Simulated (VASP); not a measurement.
A run of VASP 6.6.1:

File POSCAR:

```
LiAg4
1.0
    5.1599954888      0.0000000000      0.0000000000
    0.0000000000      5.1599954888      0.0000000000
    0.0000000000      0.0000000000      5.1599954888
Li Ag
1 4
Direct
    0.0000000000      0.0000000000      0.0000000000
    0.0000000000      0.5000000000      0.5000000000
    0.5000000000      0.0000000000      0.5000000000
    0.5000000000      0.5000000000      0.0000000000
    0.5000000000      0.5000000000      0.5000000000
```

Contents of INCAR.step1:

```
SYSTEM = LiAg4
PREC     = Accurate       ! precision mode
ENCUT    = 520            ! plane-wave cutoff, eV
EDIFF    = 1E-6           ! SCF threshold, eV
ISMEAR   = 0              ! smearing method
SIGMA    = 0.1            ! smearing width, eV
LREAL    = .FALSE.        ! projectors in reciprocal space
LASPH    = .TRUE.         ! aspherical terms in the spheres
NELM     = 100            ! most SCF steps
ALGO     = Normal         ! electronic algorithm
ISIF     = 2              ! what is computed and relaxed
LWAVE    = .FALSE.        ! write WAVECAR
LCHARG   = .TRUE.         ! write CHGCAR
LMAXMIX  = 4              ! l up to which the mixer works
GGA      = PE             ! functional
NBANDS   = 32             ! bands
```

The input KPOINTS.step1:

```
regular mesh
0
G
  8 8 8
  0 0 0
```

INCAR.step2

```
SYSTEM = LiAg4
PREC     = Accurate       ! precision mode
ENCUT    = 520            ! plane-wave cutoff, eV
EDIFF    = 1E-6           ! SCF threshold, eV
ISMEAR   = -5             ! smearing method
SIGMA    = 0.1            ! smearing width, eV
LREAL    = .FALSE.        ! projectors in reciprocal space
LASPH    = .TRUE.         ! aspherical terms in the spheres
NELM     = 100            ! most SCF steps
ALGO     = Normal         ! electronic algorithm
ISIF     = 2              ! what is computed and relaxed
LWAVE    = .FALSE.        ! write WAVECAR
LCHARG   = .FALSE.        ! write CHGCAR
LMAXMIX  = 4              ! l up to which the mixer works
GGA      = PE             ! functional
LORBIT   = 10             ! projections on sites
NEDOS    = 2001           ! points of the DOS
ICHARG   = 11             ! starting density
```

Contents of KPOINTS.step2:

```
regular mesh
0
G
  12 12 12
  0 0 0
```

Potentials or basis: VASP PAW PBE potentials, release 64 (Li_sv, Ag).

Command:

```console
$ cat potpaw_PBE.64/Li_sv/POTCAR potpaw_PBE.64/Ag/POTCAR > POTCAR
$ cp INCAR.step1 INCAR
$ cp KPOINTS.step1 KPOINTS
$ mpirun -np 1 vasp_std > vasp.out
$ cp INCAR.step2 INCAR
$ cp KPOINTS.step2 KPOINTS
$ mpirun -np 1 vasp_std > vasp.out
```

Hardware: 1 thread of Intel(R) Xeon(R) 6975P-C (Granite Rapids) (shared host).

Q: Estimate the wall time of this run.

A: Wall time 3 min on 1 thread of Intel(R) Xeon(R) 6975P-C (Granite Rapids), with other jobs on the host, peak memory 0.4 GiB. Counts: k points 84.
